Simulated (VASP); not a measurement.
AgBr:

```
Ag Br
1.0
     0.00000    2.87015    2.87015
     2.87015    0.00000    2.87015
     2.87015    2.87015    0.00000
Ag Br
1 1
Direct
  0.00000 0.00000 0.00000
  0.50000 0.50000 0.50000
```

Base run:

- Program: VASP 6.6.1
- Functional: PBE
- Potentials or basis: VASP PAW PBE potentials, release 64 (Ag, Br)
- Cutoff: 500 eV
- k mesh: 6 × 6 × 6
- Occupations: fermi-dirac, width 0.05 eV
- Spin: no spin polarisation

Its results: band gap on the k mesh 0.67 eV, indirect (least direct gap 2.61 eV); pressure 2.3 GPa.

Task: After a change of settings the same cell gave: band gap on the k mesh 0.81 eV, indirect (least direct gap 2.60 eV); pressure 2.3 GPa. Which change was it?
A. functional from PBE to BLYP; k mesh from 6 × 6 × 6 to 8 × 8 × 8
B. k mesh from 6 × 6 × 6 to 5 × 5 × 5
C. k mesh from 6 × 6 × 6 to 8 × 8 × 8; dispersion from none to D3(BJ)

Result: B.
